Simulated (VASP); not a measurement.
# C (Fddd) in VASP: single point with r2SCAN

Aim: the single point of C with r2SCAN.

Program: VASP 6.6.1. These are calculated values, not measurements. Logs are shortened: lines on timing, memory, paths and dates and some standing lists are left out, and cuts for length are marked.

**1. The cell of the first run**

It takes space group Fddd (No. 70, orthorhombic). Conventional cell: a = 3.500 Å, b = 3.567 Å, c = 3.633 Å, α = 90.00°, β = 90.00°, γ = 90.00°. Within 2.1 Å of C (site symmetry 222) lie 4 C at 1.54 Å.

**2. Single point, r2SCAN (strain +0.0187 x Voigt [1, -1, 0, 0, 0, 0])**

Input file POSCAR:

```
C
1.0
    0.0000000000      1.7500504200      1.7834000000
    1.8167495800      0.0000000000      1.7834000000
    1.8167495800      1.7500504200      0.0000000000
C
2
Direct
    0.5000000000      0.5000000000      0.5000000000
    0.7500000000      0.7500000000      0.7500000000
```

Input file INCAR.step1:

```
SYSTEM = C
  ALGO = Normal
  EDIFF = 1E-5
  ENCUT = 910
  GGA = PE
  GGA_COMPAT = .FALSE.
  ISMEAR = 0
  LASPH = .TRUE.
  LCHARG = .FALSE.
  LREAL = .FALSE.
  LWAVE = .TRUE.
  NBANDS = 11
  NELM = 120
  PREC = Accurate
  SIGMA = 0.05
```

Input file INCAR.step2:

```
SYSTEM = C
  ALGO = Normal
  EDIFF = 1E-6
  ENCUT = 910
  GGA_COMPAT = .FALSE.
  ISIF = 2
  ISMEAR = 0
  ISTART = 1
  LASPH = .TRUE.
  LCHARG = .FALSE.
  LMIXTAU = .TRUE.
  LREAL = .FALSE.
  LWAVE = .FALSE.
  METAGGA = R2SCAN
  NBANDS = 11
  NELM = 120
  PREC = Accurate
  SIGMA = 0.05
```

Input file KPOINTS:

```
k-points
0
G
  12 12 12
  0 0 0
```

Potentials or basis: VASP PAW PBE potentials, release 64 (C_h).

Run with:

```sh
> cat potpaw_PBE.64/C_h/POTCAR > POTCAR
> cp INCAR.step1 INCAR
> mpirun -np 1 vasp_std > vasp.out
> cp INCAR.step2 INCAR
> mpirun -np 1 vasp_std > vasp.out
```

OUTCAR:

```text
SYSTEM = C
   EDIFF = 1E-6
   ENCUT = 910
   ISIF = 2
   ISMEAR = 0
   ISTART = 1
   LASPH = .TRUE.
   LREAL = .FALSE.
   METAGGA = R2SCAN
   NELM = 120
   PREC = Accurate

 ion  position               nearest neighbor table
   1  0.500  0.500  0.500-
   2  0.750  0.750  0.750-

  LATTYP: Found a face centered orthorhombic cell.
 ALAT       =     3.5001008400
 B/A-ratio  =     1.0190563538
 C/A-ratio  =     1.0381127076

  Lattice vectors:

 A1 = (  -1.8167495800,   0.0000000000,  -1.7834000000)
 A2 = (  -1.8167495800,   1.7500504200,   0.0000000000)
 A3 = (   0.0000000000,   1.7500504200,  -1.7834000000)

Analysis of symmetry for initial positions (statically):
=====================================================================
 Subroutine PRICEL returns:
 Original cell was already a primitive cell.

 Routine SETGRP: Setting up the symmetry group for a
 face centered orthorhombic supercell.

 Subroutine GETGRP returns: Found  8 space group operations
 (whereof  4 operations were pure point group operations)
 out of a pool of  8 trial point group operations.

The static configuration has the point symmetry D_2 .
 The point group associated with its full space group is D_2h.

Analysis of symmetry for dynamics (positions and initial velocities):
=====================================================================
 Subroutine PRICEL returns:
 Original cell was already a primitive cell.

 Routine SETGRP: Setting up the symmetry group for a
 face centered orthorhombic supercell.

 Subroutine GETGRP returns: Found  8 space group operations
 (whereof  4 operations were pure point group operations)
 out of a pool of  8 trial point group operations.

The dynamic configuration has the point symmetry D_2 .
 The point group associated with its full space group is D_2h.

 Subroutine INISYM returns: Found  8 space group operations
 (whereof  4 operations are pure point group operations),
 and found     1 'primitive' translations

----------------------------------------------------------------------------------------

                                     Primitive cell

  volume of cell :      11.3403

  direct lattice vectors                    reciprocal lattice vectors
     0.000000000  1.750050420  1.783400000    -0.275216797  0.285706054  0.280363351
     1.816749580  0.000000000  1.783400000     0.275216797 -0.285706054  0.280363351
     1.816749580  1.750050420  0.000000000     0.275216797  0.285706054 -0.280363351

  length of vectors
     2.498638036  2.545799402  2.522549407     0.485773448  0.485773448  0.485773448

  position of ions in fractional coordinates (direct lattice)
     0.500000000  0.500000000  0.500000000
     0.750000000  0.750000000  0.750000000

  ion indices of the primitive-cell ions
   primitive index   ion index
                 1           1
                 2           2

----------------------------------------------------------------------------------------

 KPOINTS: k-points

Automatic generation of k-mesh.
 Grid dimensions read from file:
 generate k-points for:   12   12   12

 Generating k-lattice:

  Cartesian coordinates                     Fractional coordinates (reciprocal lattice)
    -0.022934733  0.023808838  0.023363613     0.083333333  0.000000000  0.000000000
     0.022934733 -0.023808838  0.023363613     0.000000000  0.083333333 -0.000000000
     0.022934733  0.023808838 -0.023363613     0.000000000 -0.000000000  0.083333333

  Length of vectors
     0.040481121  0.040481121  0.040481121

  Shift w.r.t. Gamma in fractional coordinates (k-lattice)
     0.000000000  0.000000000  0.000000000

 Subroutine IBZKPT returns following result:
 ===========================================

 Found    280 irreducible k-points:

 Following reciprocal coordinates:
            Coordinates               Weight
  0.000000  0.000000  0.000000      1.000000
  0.083333  0.000000  0.000000      8.000000
  0.166667  0.000000  0.000000      8.000000
  0.250000  0.000000  0.000000      8.000000
  0.333333  0.000000  0.000000      8.000000
  0.416667 -0.000000  0.000000      8.000000
[... 16 lines left out ...]
  0.500000  0.166667  0.000000      8.000000
 -0.416667  0.166667  0.000000      8.000000
 [... further k-points ...]
   k-points           NKPTS =    280   k-points in BZ     NKDIM =    280   number of bands    NBANDS=     11
   number of dos      NEDOS =    301   number of ions     NIONS =      2
   total plane-waves  NPLWV =  21952
   dimension x,y,z NGX =    28 NGY =   28 NGZ =   28
   dimension x,y,z NGXF=    56 NGYF=   56 NGZF=   56
   ions per type =               2
   NGX,Y,Z   is equivalent  to a cutoff of  18.63, 18.28, 18.45 a.u.
   NGXF,Y,Z  is equivalent  to a cutoff of  37.26, 36.57, 36.91 a.u.
 SYSTEM =  C
   PREC   = accura    normal or accurate (medium, high low for compatibility)
   ISTART =      1    job   : 0-new  1-cont  2-samecut
   ICHARG =      0    charge: 1-file 2-atom 10-const
   ISPIN  =      1    spin polarized calculation?
   LNONCOLLINEAR =      F non collinear calculations
   LSORBIT =      F    spin-orbit coupling
   LASPH  =      T    aspherical Exc in radial PAW
   ENCUT  =  910.0 eV  66.88 Ry    8.18 a.u.   6.15  6.26  6.20*2*pi/ulx,y,z
   NELM   =    120;   NELMIN=  2; NELMDL=  0     # of ELM steps
   EDIFF  = 0.1E-05   stopping-criterion for ELM
   LREAL  =      F    real-space projection
   EDIFFG = 0.1E-04   stopping-criterion for IOM
   NSW    =      0    number of steps for IOM
   IBRION =     -1    ionic relax: 0-MD 1-quasi-New 2-CG
   NFREE  =      0    steps in history (QN), initial steepest desc. (CG)
   ISIF   =      2    stress and relaxation
   ISYM   =      2    0-nonsym 1-usesym 2-fastsym
   POTIM  = 0.5000    time-step for ionic-motion
   TEBEG  =    0.0;   TEEND  =   0.0 temperature during run
   PSTRESS=    0.0 pullay stress
   NELECT =       8.0000    total number of electrons
   NUPDOWN=      -1.0000    fix difference up-down
   EMIN   =  10.00;   EMAX   =-10.00  energy-range for DOS
   EFERMI =   0.00;   METHOD = LEGACY
   ISMEAR =     0;   SIGMA  =   0.05  broadening in eV -4-tet -1-fermi 0-gaus
   EFERMI_NEDOS =   21; number of points for ismear=-14 and -15
   IALGO  =     38    algorithm
   IMIX   =      4    mixing-type and parameters
     AMIX     =   0.40;   BMIX     =  1.00
     AMIX_MAG =   1.60;   BMIX_MAG =  1.00
  volume/ion in A,a.u.               =       5.67        38.26
  Fermi-wavevector in a.u.,A,eV,Ry     =   1.457348  2.753989 28.896926  2.123864
  Thomas-Fermi vector in A             =   2.574160
   LORBIT       =      0    0 simple, 1 ext, 2 COOP (PROOUT), +10 PAW based schemes
   METAGGA = R2SCAN    functional components
   LHFCALC =     F    Hartree Fock is set to
   AEXX    =    0.0000 exact exchange contribution
   IVDW    =     0    specifies the selected vdW correction
   LEPSILON=     F    determine dielectric tensor
   LRPA    =     F    only Hartree local field effects (RPA)
 non-spin polarized calculation
 Gauss-broadening in eV      SIGMA  =   0.05
  energy-cutoff  :      910.00
  volume of cell :       11.34
 maximum number of plane-waves:       722
 NGX is ok and might be reduce to    28
   NGX = 13   NGY = 13   NGZ = 13

 number of electron       8.0000000 magnetization

 Free energy of the ion-electron system (eV)
  ---------------------------------------------------
  ext. energy  EPLUGINS =         0.00000000
  ---------------------------------------------------
  free energy    TOTEN  =       -19.69450963 eV

  energy without entropy =      -19.69450963  energy(sigma->0) =      -19.69450963

 E-fermi :  11.5356     XC(G=0): -14.2714

 val. band max:       11.2047687386   @ k =   0.0000   0.0000   0.0000
 cond. band min:      14.8370670744   @ k =   0.3333   0.0000   0.3333
 fundamental gap:      3.6322983358
 Fermi energy:        11.5356397233

 k-point     1 :       0.0000    0.0000    0.0000
  band No.  band energies     occupation
      1     -11.7576      2.00000
      2      10.6127      2.00000
      3      10.9244      2.00000
      4      11.2048      2.00000
      5      16.5531      0.00000
      6      16.8054      0.00000
      7      17.0533      0.00000
      8      24.7523      0.00000
      9      31.3298      0.00000
     10      37.3387      0.00000
     11      38.7805      0.00000

 k-point     2 :       0.0833    0.0000    0.0000
  band No.  band energies     occupation
      1     -11.5567      2.00000
      2       9.5621      2.00000
      3      10.4189      2.00000
      4      10.7685      2.00000
      5      17.0431      0.00000
      6      17.3106      0.00000
      7      17.7127      0.00000
      8      24.9569      0.00000
      9      31.6748      0.00000
     10      35.5100      0.00000
     11      36.7595      0.00000

 k-point     3 :       0.1667    0.0000    0.0000
  band No.  band energies     occupation
      1     -10.9566      2.00000
      2       6.9152      2.00000
      3       9.6290      2.00000
      4      10.0374      2.00000
      5      18.0038      0.00000
      6      18.2567      0.00000
      7      18.8746      0.00000
      8      25.5477      0.00000
      9      32.3781      0.00000
     10      34.0938      0.00000
     11      35.0115      0.00000
[... 267 lines left out ...]
 k-point    23 :       0.5000    0.1667    0.0000
  band No.  band energies     occupation
      1      -5.7876      2.00000
      2      -1.7377      2.00000
      3       5.5898      2.00000
      4       6.7551      2.00000
      5      18.3886      0.00000
      6      21.8140      0.00000
      7      23.1016      0.00000
      8      26.0767      0.00000
      9      32.1918      0.00000
     10      36.0588      0.00000
     11      38.8342      0.00000

 k-point    24 :      -0.4167    0.1667    0.0000
  band No.  band energies     occupation
      1      -5.3602      2.00000
      2      -2.2564      2.00000
      3       5.0959      2.00000
      4       7.1335      2.00000
      5      18.8404      0.00000
      6      21.4546      0.00000
      7      22.9249      0.00000
      8      27.3285      0.00000
      9      31.4387      0.00000
     10      36.2686      0.00000
     11      36.8941      0.00000

 [... further k-points ...]

------------------------ aborting loop because EDIFF is reached ----------------------------------------

  FORCE on cell =-STRESS in cart. coord.  units (eV):
  Direction    XX          YY          ZZ          XY          YZ          ZX
  --------------------------------------------------------------------------------------
  -------------------------------------------------------------------------------------
  Total       -1.5262609      1.0882794     -0.1549253      0.0000000      0.0000000      0.0000000
  in kB     -215.6328778    153.7540635    -21.8881242      0.0000000      0.0000000      0.0000000
  external PRESSURE =     -27.9223128 kB  Pullay stress =       0.0000000 kB

 VOLUME and BASIS-vectors are now :
 -----------------------------------------------------------------------------
  energy-cutoff  :      910.00
  volume of cell :       11.34
      direct lattice vectors                 reciprocal lattice vectors
     0.000000000  1.750050420  1.783400000    -0.275216797  0.285706054  0.280363351
     1.816749580  0.000000000  1.783400000     0.275216797 -0.285706054  0.280363351
     1.816749580  1.750050420  0.000000000     0.275216797  0.285706054 -0.280363351

 POSITION                                       TOTAL-FORCE (eV/Angst)
 -----------------------------------------------------------------------------------
      1.81675      1.75005      1.78340         0.000000      0.000000      0.000000
      2.72512      2.62508      2.67510         0.000000     -0.000000     -0.000000
 -----------------------------------------------------------------------------------
    total drift:                                0.000000      0.000000     -0.000000

  FREE ENERGIE OF THE ION-ELECTRON SYSTEM (eV)
  ---------------------------------------------------
  free  energy   TOTEN  =       -19.6945096330 eV

  energy  without entropy=      -19.6945096330  energy(sigma->0) =      -19.69450963
```

Run time: 2.8 min. Hardware: 1 thread of AMD EPYC 9R45 (Zen 5), shared host; peak memory 0.17 GiB.

Results:

```
Free energy            : -19.6945 eV
Pressure               : -2.8 GPa
Band gap on the k mesh : 3.63 eV (least direct gap 5.35 eV)
```

Levels at points of the mesh, in eV from the valence-band top:
```
           k point  band 2  band 3  band 4  band 5  band 6  band 7
(0.00, 0.00, 0.00)   -0.59   -0.28    0.00    5.35    5.60    5.85
(0.50, 0.00, 0.00)  -14.31   -3.56   -2.95    8.08    8.63    9.39
(0.50, 0.50, 0.00)  -13.86   -6.92   -6.92    4.75    4.75   17.55
(0.50, 0.00, 0.50)  -13.55   -7.21   -7.21    4.28    4.28   17.70
(0.00, 0.50, 0.50)  -14.15   -6.64   -6.64    5.20    5.20   17.50
```

Caveat: the cell differs from its parent crystal (strain +0.0187 x Voigt [1, -1, 0, 0, 0, 0]); the cutoff is under 1.25 times the usual one of these potentials, so pressure, stress and relaxed cells hold a basis-set (Pulay) error; the PAW data sets were made with another functional, which shifts forces and pressure a little.
